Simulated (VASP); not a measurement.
Wanted: the native input for a VASP 6.6.1 run.

- Task: single point
- Functional: LDA
- Potentials or basis: VASP PAW LDA potentials, release 64 (La)
- Cutoff: 520 eV
- k mesh: 13 × 13 × 13
- Occupations: fermi-dirac, width 0.05 eV
- Spin: no spin polarisation
- Dipole correction: no
- Further INCAR settings: ALGO = Normal; EDIFF = 1e-07; NBANDS = 12

The structure of La lies in POSCAR:

```
La
1.0
    2.3400530669      0.0000000000      0.0000000000
    0.0000000000      2.3400530669      0.0000000000
    0.0000000000      0.0000000000      2.3400530669
La
1
Direct
    0.0000000000      0.0000000000      0.0000000000
```

This cell differs from its parent crystal: volume scaled by 0.4.

These files were run (other wordings do the same):

INCAR

```
SYSTEM = La
PREC = Accurate
ENCUT = 520
EDIFF = 1E-7
ISMEAR = -1
SIGMA = 0.05
LREAL = .False.
LASPH = .True.
NELM = 80
ALGO = Normal
ISIF = 2
LWAVE = .False.
LCHARG = .False.
GGA = CA
NBANDS = 12
```

KPOINTS

```
Automatic mesh
0
Gamma
  13 13 13
  0 0 0
```

Potentials or basis: VASP PAW LDA potentials, release 64 (La).

Launch:

```sh
$ cat potpaw_LDA.64/La/POTCAR > POTCAR
$ mpirun -np 1 vasp_std > vasp.out
```

Results of the run:

```
Pressure : 308.9 GPa
```

Wall time 11 s on 1 thread of Intel(R) Xeon(R) Platinum 8488C (Sapphire Rapids), on a shared host, peak memory 0.13 GiB.
